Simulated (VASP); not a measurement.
# Ga (Cmcm) in VASP: notebook, part 2 of 2

VASP 6.6.1.

**5. Single point, PBE**

This run uses another cell than the first one, of 20.73 Å³/atom, 1.040 times its volume.

The input, INCAR:

```
SYSTEM = Ga
ALGO     = Fast           ! electronic algorithm
EDIFF    = 1E-6           ! SCF threshold, eV
ENCUT    = 520            ! plane-wave cutoff, eV
GGA      = PE             ! functional
ISIF     = 2              ! what is computed and relaxed
ISMEAR   = -1             ! smearing method
LASPH    = .True.         ! aspherical terms in the spheres
LCHARG   = .False.        ! write CHGCAR
LREAL    = .False.        ! projectors in reciprocal space
LWAVE    = .False.        ! write WAVECAR
NBANDS   = 34             ! bands
NELM     = 100            ! most SCF steps
PREC     = Accurate       ! precision mode
SIGMA    = 0.05           ! smearing width, eV
```

The input, KPOINTS:

```
k-points
0
Gamma
  7 7 6
  0 0 0
```

The input, POSCAR:

```
Ga
1.0
    3.8671854834     -2.3572466078      0.0000000000
    3.8671854834      2.3572466078      0.0000000000
    0.0000000000      0.0000000000      4.5473167468
Ga
4
Direct
    0.6655504900      0.0096853900      0.2500000000
    0.0096853900      0.6655504900      0.7500000000
    0.3344495100      0.9903146100      0.7500000000
    0.9903146100      0.3344495100      0.2500000000
```

Potentials or basis: VASP PAW PBE potentials, release 64 (Ga_d).

Launch:

```
$ cat potpaw_PBE.64/Ga_d/POTCAR > POTCAR
$ mpirun -np 1 vasp_std > vasp.out
```

OUTCAR:

```text
SYSTEM = Ga
   EDIFF = 1E-6
   ENCUT = 520
   GGA = PE
   ISIF = 2
   ISMEAR = -1
   LASPH = .True.
   LREAL = .False.
   NELM = 100
   PREC = Accurate

 ion  position               nearest neighbor table
   1  0.666  0.010  0.250-   4 2.51   4 2.72   4 2.72   3 2.75   3 2.75   2 2.79   2 2.79
   2  0.010  0.666  0.750-   3 2.51   3 2.72   3 2.72   4 2.75   4 2.75   1 2.79   1 2.79
   3  0.334  0.990  0.750-   2 2.51   2 2.72   2 2.72   1 2.75   1 2.75   4 2.79   4 2.79
   4  0.990  0.334  0.250-   1 2.51   1 2.72   1 2.72   2 2.75   2 2.75   3 2.79   3 2.79

  LATTYP: Found a base centered orthorhombic cell.
 ALAT       =     4.7144932156
 B/A-ratio  =     1.6405519349
 C/A-ratio  =     0.9645398856

  Lattice vectors:

 A1 = (  -3.8671854834,  -2.3572466078,   0.0000000000)
 A2 = (   3.8671854834,  -2.3572466078,   0.0000000000)
 A3 = (   0.0000000000,   0.0000000000,   4.5473167468)

Analysis of symmetry for initial positions (statically):
=====================================================================
 Subroutine PRICEL returns:
 Original cell was already a primitive cell.

 Routine SETGRP: Setting up the symmetry group for a
 base centered orthorhombic supercell.

 Subroutine GETGRP returns: Found  8 space group operations
 (whereof  4 operations were pure point group operations)
 out of a pool of  8 trial point group operations.

The static configuration has the point symmetry C_2h.
 The point group associated with its full space group is D_2h.

Analysis of symmetry for dynamics (positions and initial velocities):
=====================================================================
 Subroutine PRICEL returns:
 Original cell was already a primitive cell.

 Routine SETGRP: Setting up the symmetry group for a
 base centered orthorhombic supercell.

 Subroutine GETGRP returns: Found  8 space group operations
 (whereof  4 operations were pure point group operations)
 out of a pool of  8 trial point group operations.

The dynamic configuration has the point symmetry C_2h.
[... 119 lines left out ...]
   ISMEAR =    -1;   SIGMA  =   0.05  broadening in eV -4-tet -1-fermi 0-gaus
   EFERMI_NEDOS =   21; number of points for ismear=-14 and -15
   IALGO  =     68    algorithm
   IMIX   =      4    mixing-type and parameters
     AMIX     =   0.40;   BMIX     =  1.00
     AMIX_MAG =   1.60;   BMIX_MAG =  1.00
  volume/ion in A,a.u.               =      20.73       139.87
  Fermi-wavevector in a.u.,A,eV,Ry     =   1.401353  2.648173 26.718987  1.963790
  Thomas-Fermi vector in A             =   2.524223
   LORBIT       =      0    0 simple, 1 ext, 2 COOP (PROOUT), +10 PAW based schemes
   GGA     = PE    functional components
   LHFCALC =     F    Hartree Fock is set to
   AEXX    =    0.0000 exact exchange contribution
   IVDW    =     0    specifies the selected vdW correction
   LEPSILON=     F    determine dielectric tensor
   LRPA    =     F    only Hartree local field effects (RPA)
 non-spin polarized calculation
 RMM-DIIS sequential band-by-band and
  energy-cutoff  :      520.00
  volume of cell :       82.91
 maximum number of plane-waves:      2261
 NGX is ok and might be reduce to    36
   NGX = 17   NGY = 17   NGZ = 17

 number of electron      52.0000012 magnetization

 Free energy of the ion-electron system (eV)
  ---------------------------------------------------
  ext. energy  EPLUGINS =         0.00000000
  ---------------------------------------------------
  free energy    TOTEN  =       -11.60967819 eV

  energy without entropy =      -11.60509330  energy(sigma->0) =      -11.60738575

 E-fermi :   4.6159     XC(G=0): -10.3020

 val. band max:        4.5983067317   @ k =   0.1429   0.0000   0.1667
 cond. band min:       4.6721606031   @ k =   0.4286   0.0000   0.0000
 fundamental gap:      0.0738538714
 Fermi energy:         4.6158555937

 k-point     1 :       0.0000    0.0000    0.0000
  band No.  band energies     occupation
      1     -10.5642      2.00000
      2     -10.5408      2.00000
      3     -10.5157      2.00000
      4     -10.4847      2.00000
      5     -10.4265      2.00000
      6     -10.4074      2.00000
[... 877 lines left out ...]
     33      12.2849      0.00000
     34      12.4700      0.00000

 [... further k-points ...]
[... 5 lines left out ...]
  --------------------------------------------------------------------------------------
  -------------------------------------------------------------------------------------
  Total        0.7312713      0.4324936      0.4663047      0.0000000      0.0000000      0.0000000
  in kB       14.1320088      8.3580517      9.0114595      0.0000000      0.0000000      0.0000000
  external PRESSURE =      10.5005067 kB  Pullay stress =       0.0000000 kB

 VOLUME and BASIS-vectors are now :
 -----------------------------------------------------------------------------
  energy-cutoff  :      520.00
  volume of cell :       82.91
      direct lattice vectors                 reciprocal lattice vectors
     3.867185483 -2.357246608  0.000000000     0.129292997 -0.212111876  0.000000000
     3.867185483  2.357246608  0.000000000     0.129292997  0.212111876  0.000000000
     0.000000000  0.000000000  4.547316747     0.000000000  0.000000000  0.219909906

 POSITION                                       TOTAL-FORCE (eV/Angst)
 -----------------------------------------------------------------------------------
      2.61126     -1.54604      1.13683        -0.010053      0.019700      0.000000
      2.61126      1.54604      3.41049        -0.010053     -0.019700     -0.000000
      5.12311      1.54604      3.41049         0.010053     -0.019700      0.000000
      5.12311     -1.54604      1.13683         0.010053      0.019700      0.000000
 -----------------------------------------------------------------------------------
    total drift:                                0.000000      0.000000     -0.000000

  FREE ENERGIE OF THE ION-ELECTRON SYSTEM (eV)
  ---------------------------------------------------
  free  energy   TOTEN  =       -11.6096781898 eV

  energy  without entropy=      -11.6050933005  energy(sigma->0) =      -11.60738575
```

OSZICAR:

```text
N       E                     dE             d eps       ncg     rms          rms(c)
DAV:   1     0.357482010580E+03    0.35748E+03   -0.25829E+04  4440   0.285E+03
DAV:   2     0.319712930810E+02   -0.32551E+03   -0.31752E+03  4576   0.530E+02
DAV:   3    -0.103042767758E+02   -0.42276E+02   -0.41843E+02  4926   0.150E+02
DAV:   4    -0.116744049501E+02   -0.13701E+01   -0.13645E+01  5080   0.299E+01
DAV:   5    -0.117024808397E+02   -0.28076E-01   -0.28071E-01  5428   0.442E+00    0.245E+00
RMM:   6    -0.116257677270E+02    0.76713E-01   -0.17466E-01  5548   0.419E+00    0.136E+00
RMM:   7    -0.116097821642E+02    0.15986E-01   -0.66048E-02  5929   0.231E+00    0.301E-01
RMM:   8    -0.116091456547E+02    0.63651E-03   -0.10361E-02  5838   0.895E-01    0.534E-02
RMM:   9    -0.116095964735E+02   -0.45082E-03   -0.29502E-03  6978   0.405E-01    0.327E-02
RMM:  10    -0.116096824808E+02   -0.86007E-04   -0.47302E-04  5796   0.198E-01    0.164E-02
RMM:  11    -0.116096722591E+02    0.10222E-04   -0.13284E-04  5988   0.108E-01    0.280E-03
RMM:  12    -0.116096777285E+02   -0.54694E-05   -0.58754E-05  6707   0.501E-02    0.161E-03
RMM:  13    -0.116096781898E+02   -0.46134E-06   -0.36536E-06  3998   0.153E-02
   1 F= -.11609678E+02 E0= -.11607386E+02  d E =-.458489E-02
```

Run time: 4.4 min. Hardware: 1 thread of AMD EPYC 7R43 (Zen 3), shared host; peak memory 0.25 GiB.

What came out:

```
Free energy            : -11.6097 eV
Pressure               : 1.1 GPa
Largest force          : 0.022 eV/Å
Band gap on the k mesh : zero (band 26 reaches 4.96 eV, above the bottom of band 27 at 4.25 eV)
```

Forces on the atoms (eV/Å):
```
Ga  -0.010  0.020  0.000
Ga  -0.010 -0.020  0.000
Ga   0.010 -0.020  0.000
Ga   0.010  0.020  0.000
```

Levels at points of the mesh, in eV from the Fermi level:
```csv
k point,band 22,band 23,band 24,band 25,band 26,band 27,band 28,band 29,band 30,band 31
"(0.00, 0.00, 0.00)",-4.15,-3.16,-2.51,-2.38,-1.07,0.83,0.99,2.37,4.38,4.57
"(0.00, 0.00, 0.50)",-9.01,-0.71,-0.71,-0.59,-0.59,-0.05,-0.05,2.76,2.76,3.11
```

**6. Single point, PBE**

This run uses another cell than the first one, of 21.13 Å³/atom, 1.060 times its volume.

The input, INCAR:

```
PREC = Accurate ; ENCUT = 520
EDIFF = 1E-6 ; ISMEAR = -1
SIGMA = 0.05 ; LREAL = F
LASPH = T ; NELM = 100
ALGO = Fast ; ISIF = 2
LWAVE = F ; LCHARG = T
GGA = PE ; LELF = T
LVHAR = T ; NBANDS = 34
```

The input, KPOINTS:

```
Automatic mesh
0
Gamma
  7 7 6
```

The input, POSCAR:

```
Ga
1.0
    3.8918179022     -2.3722613222      0.0000000000
    3.8918179022      2.3722613222      0.0000000000
    0.0000000000      0.0000000000      4.5762813287
Ga
4
Direct
    0.6655504900      0.0096853900      0.2500000000
    0.0096853900      0.6655504900      0.7500000000
    0.3344495100      0.9903146100      0.7500000000
    0.9903146100      0.3344495100      0.2500000000
```

Potentials or basis: VASP PAW PBE potentials, release 64 (Ga_d).

Launch:

```
$ cat potpaw_PBE.64/Ga_d/POTCAR > POTCAR
$ mpirun -np 1 vasp_std > vasp.out
```

OUTCAR:

```text
PREC = Accurate
   ENCUT = 520
   EDIFF = 1E-6
   ISMEAR = -1
   LREAL = F
   LASPH = T
   NELM = 100
   ISIF = 2
   GGA = PE

 ion  position               nearest neighbor table
   1  0.666  0.010  0.250-   4 2.53   4 2.74   4 2.74   3 2.76   3 2.76   2 2.81   2 2.81
   2  0.010  0.666  0.750-   3 2.53   3 2.74   3 2.74   4 2.76   4 2.76   1 2.81   1 2.81
   3  0.334  0.990  0.750-   2 2.53   2 2.74   2 2.74   1 2.76   1 2.76   4 2.81   4 2.81
   4  0.990  0.334  0.250-   1 2.53   1 2.74   1 2.74   2 2.76   2 2.76   3 2.81   3 2.81

  LATTYP: Found a base centered orthorhombic cell.
 ALAT       =     4.7445226444
 B/A-ratio  =     1.6405519349
 C/A-ratio  =     0.9645398856

  Lattice vectors:

 A1 = (  -3.8918179022,  -2.3722613222,   0.0000000000)
 A2 = (   3.8918179022,  -2.3722613222,   0.0000000000)
 A3 = (   0.0000000000,   0.0000000000,   4.5762813287)

Analysis of symmetry for initial positions (statically):
=====================================================================
 Subroutine PRICEL returns:
 Original cell was already a primitive cell.

 Routine SETGRP: Setting up the symmetry group for a
 base centered orthorhombic supercell.

 Subroutine GETGRP returns: Found  8 space group operations
 (whereof  4 operations were pure point group operations)
 out of a pool of  8 trial point group operations.

The static configuration has the point symmetry C_2h.
 The point group associated with its full space group is D_2h.

Analysis of symmetry for dynamics (positions and initial velocities):
=====================================================================
 Subroutine PRICEL returns:
 Original cell was already a primitive cell.

 Routine SETGRP: Setting up the symmetry group for a
 base centered orthorhombic supercell.

 Subroutine GETGRP returns: Found  8 space group operations
[... 119 lines left out ...]
   NELECT =      52.0000    total number of electrons
   NUPDOWN=      -1.0000    fix difference up-down
   EMIN   =  10.00;   EMAX   =-10.00  energy-range for DOS
   EFERMI =   0.00;   METHOD = LEGACY
   ISMEAR =    -1;   SIGMA  =   0.05  broadening in eV -4-tet -1-fermi 0-gaus
   EFERMI_NEDOS =   21; number of points for ismear=-14 and -15
   IALGO  =     68    algorithm
   IMIX   =      4    mixing-type and parameters
     AMIX     =   0.40;   BMIX     =  1.00
     AMIX_MAG =   1.60;   BMIX_MAG =  1.00
  volume/ion in A,a.u.               =      21.13       142.56
  Fermi-wavevector in a.u.,A,eV,Ry     =   1.392483  2.631412 26.381833  1.939010
  Thomas-Fermi vector in A             =   2.516222
   LORBIT       =      0    0 simple, 1 ext, 2 COOP (PROOUT), +10 PAW based schemes
   GGA     = PE    functional components
   LHFCALC =     F    Hartree Fock is set to
   AEXX    =    0.0000 exact exchange contribution
   IVDW    =     0    specifies the selected vdW correction
   LEPSILON=     F    determine dielectric tensor
   LRPA    =     F    only Hartree local field effects (RPA)
 non-spin polarized calculation
 RMM-DIIS sequential band-by-band and
  energy-cutoff  :      520.00
  volume of cell :       84.50
 maximum number of plane-waves:      2300
 NGX is ok and might be reduce to    36
   NGX = 17   NGY = 17   NGZ = 17

 number of electron      52.0000029 magnetization

 Free energy of the ion-electron system (eV)
  ---------------------------------------------------
  ext. energy  EPLUGINS =         0.00000000
  ---------------------------------------------------
  free energy    TOTEN  =       -11.61640368 eV

  energy without entropy =      -11.61184245  energy(sigma->0) =      -11.61412306

 E-fermi :   4.4563     XC(G=0): -10.2105

 val. band max:        4.4305178409   @ k =   0.1429   0.0000   0.1667
 cond. band min:       4.5303359546   @ k =   0.4286  -0.0000   0.0000
 fundamental gap:      0.0998181137
 Fermi energy:         4.4562692269

 k-point     1 :       0.0000    0.0000    0.0000
  band No.  band energies     occupation
      1     -10.6933      2.00000
      2     -10.6714      2.00000
      3     -10.6460      2.00000
      4     -10.6185      2.00000
      5     -10.5630      2.00000
      6     -10.5434      2.00000
[... 877 lines left out ...]
     33      12.0565      0.00000
     34      12.2029      0.00000

 [... further k-points ...]
[... 5 lines left out ...]
  --------------------------------------------------------------------------------------
  -------------------------------------------------------------------------------------
  Total        0.2084710     -0.0052467     -0.0199748      0.0000000      0.0000000      0.0000000
  in kB        3.9527420     -0.0994800     -0.3787356      0.0000000      0.0000000      0.0000000
  external PRESSURE =       1.1581754 kB  Pullay stress =       0.0000000 kB

 VOLUME and BASIS-vectors are now :
 -----------------------------------------------------------------------------
  energy-cutoff  :      520.00
  volume of cell :       84.50
      direct lattice vectors                 reciprocal lattice vectors
     3.891817902 -2.372261322  0.000000000     0.128474665 -0.210769360  0.000000000
     3.891817902  2.372261322  0.000000000     0.128474665  0.210769360  0.000000000
     0.000000000  0.000000000  4.576281329     0.000000000  0.000000000  0.218518034

 POSITION                                       TOTAL-FORCE (eV/Angst)
 -----------------------------------------------------------------------------------
      2.62790     -1.55588      1.14407        -0.011488      0.007266      0.000000
      2.62790      1.55588      3.43221        -0.011488     -0.007266      0.000000
      5.15574      1.55588      3.43221         0.011488     -0.007266     -0.000000
      5.15574     -1.55588      1.14407         0.011488      0.007266      0.000000
 -----------------------------------------------------------------------------------
    total drift:                                0.000000      0.000000     -0.000000

  FREE ENERGIE OF THE ION-ELECTRON SYSTEM (eV)
  ---------------------------------------------------
  free  energy   TOTEN  =       -11.6164036773 eV

  energy  without entropy=      -11.6118424520  energy(sigma->0) =      -11.61412306
```

OSZICAR:

```text
N       E                     dE             d eps       ncg     rms          rms(c)
DAV:   1     0.362297997436E+03    0.36230E+03   -0.25624E+04  4442   0.282E+03
DAV:   2     0.338006417689E+02   -0.32850E+03   -0.32000E+03  4472   0.536E+02
DAV:   3    -0.102286278010E+02   -0.44029E+02   -0.43557E+02  4994   0.152E+02
DAV:   4    -0.116740412987E+02   -0.14454E+01   -0.14368E+01  5068   0.304E+01
DAV:   5    -0.117048144661E+02   -0.30773E-01   -0.30758E-01  5476   0.456E+00    0.239E+00
RMM:   6    -0.116313019237E+02    0.73513E-01   -0.17055E-01  5552   0.414E+00    0.133E+00
RMM:   7    -0.116164085286E+02    0.14893E-01   -0.64944E-02  5935   0.228E+00    0.297E-01
RMM:   8    -0.116158612695E+02    0.54726E-03   -0.10161E-02  5840   0.890E-01    0.530E-02
RMM:   9    -0.116163185951E+02   -0.45733E-03   -0.29244E-03  6987   0.403E-01    0.330E-02
RMM:  10    -0.116164080721E+02   -0.89477E-04   -0.48660E-04  5797   0.201E-01    0.167E-02
RMM:  11    -0.116163974618E+02    0.10610E-04   -0.13367E-04  5951   0.109E-01    0.292E-03
RMM:  12    -0.116164032056E+02   -0.57438E-05   -0.62118E-05  6752   0.513E-02    0.162E-03
RMM:  13    -0.116164036773E+02   -0.47173E-06   -0.38141E-06  4003   0.154E-02
   1 F= -.11616404E+02 E0= -.11614123E+02  d E =-.456123E-02
```

stdout:

```text
POSCAR found type information on POSCAR Ga
 POSCAR found :  1 types and       4 ions
 scaLAPACK will be used
 LDA part: xc-table for (Slater+PW92), standard interpolation
 POSCAR, INCAR and KPOINTS ok, starting setup
 FFT: planning ... GRIDC
 FFT: planning ... GRID_SOFT
 FFT: planning ... GRID
 WAVECAR not read
 entering main loop
WARNING in EDDRMM: call to ZHEGV failed, returncode =   8  4     33
```

It took 4.6 min on 1 thread of AMD EPYC 7R43 (Zen 3), shared host; peak memory 0.25 GiB.

What came out:

```yaml
Free_energy: -11.6164 eV
Pressure: 0.1 GPa
Largest_force: 0.014 eV/Å
Band_gap_on_the_k_mesh: zero (band 26 reaches 4.70 eV, above the bottom of band 27 at 4.11 eV)
```

Forces in eV/Å, atoms in the order of the input:
```
Ga  -0.011  0.007  0.000
Ga  -0.011 -0.007  0.000
Ga   0.011 -0.007  0.000
Ga   0.011  0.007  0.000
```

Stress tensor (GPa, compression positive):
```
 0.40  0.00  0.00
 0.00 -0.01  0.00
 0.00  0.00 -0.04
```

**7. The runs side by side**

```tsv
cell	further INCAR settings	gap on the mesh (eV)	pressure (GPa)	largest force (eV/Å)
a = 4.470, b = 4.470, c = 4.488 Å, angles 90.0, 90.0, 62.7°, 4 atoms	ALGO = Fast; EDIFF = 1e-06; NBANDS = 34	none	3.3	0.05
a = 4.500, b = 4.500, c = 4.518 Å, angles 90.0, 90.0, 62.7°, 4 atoms	ALGO = Fast; EDIFF = 1e-07; NBANDS = 34	none	2.2	0.03
a = 4.529, b = 4.529, c = 4.547 Å, angles 90.0, 90.0, 62.7°, 4 atoms	ALGO = Fast; EDIFF = 1e-06; NBANDS = 34	none	1.1	0.02
a = 4.558, b = 4.558, c = 4.576 Å, angles 90.0, 90.0, 62.7°, 4 atoms	ALGO = Fast; EDIFF = 1e-06; NBANDS = 34	none	0.1	0.01
```

Alike in all rows: task single point; level PBE; potentials or basis VASP PAW PBE potentials, release 64 (Ga_d); no spin polarisation; k mesh 7 × 7 × 6; cutoff (eV) 520; smearing fermi-dirac 0.05 eV.

Absolute energies hang on the potentials; compare differences alone.
